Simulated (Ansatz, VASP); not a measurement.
**Two plane-wave programs on TaSi5B2**

```
Ta Si B
1.0
     3.92959    0.00000    0.00000
     0.00000    3.92959    0.00000
     0.00000    0.00000    6.41480
Ta Si B
1 5 2
Direct
  0.00000 0.00000 0.00000
  0.00000 0.50000 0.68911
  0.50000 0.00000 0.68911
  0.00000 0.50000 0.31089
  0.50000 0.00000 0.31089
  0.50000 0.50000 0.00000
  0.00000 0.00000 0.50000
  0.50000 0.50000 0.50000
```

Alike in both runs: functional PBE; k mesh 4 × 4 × 3; occupations gaussian, width 0.2 eV; no spin polarisation.

Ansatz relaxed the structure, and its values are those at the end. VASP's run is a single point on that final structure, the one shown.

|  | VASP | Ansatz |
| --- | --- | --- |
| version | VASP 6.6.1 | Ansatz 0.2.0 |
| potentials or method | VASP PAW PBE potentials, release 64 (Ta_pv, Si, B), cutoff 500 eV | scalar-relativistic, plane waves, PAW |
| valence electrons in the cell | 37 | 39 |

VASP gave:

| Quantity | Value |
| --- | --- |
| gap on the k mesh at the Fermi level (eV) | none |
| pressure (GPa) | -0.5 |
| rms of the force components (eV/Å) | 0.016 |

Problem. Estimate Ansatz's values.

Solution. gap on the k mesh at the Fermi level (eV): none; pressure (GPa): -0.5; rms of the force components (eV/Å): 0.017.

A gap of «none» marks a metal or a gap that the smearing closes. VASP's potentials hold 37 valence electrons a cell and Ansatz's 39, so a difference there can come from the potentials and not from the codes.

The k mesh is coarse, so the values compare programs but aren't converged. Neither program's run includes spin-orbit coupling.
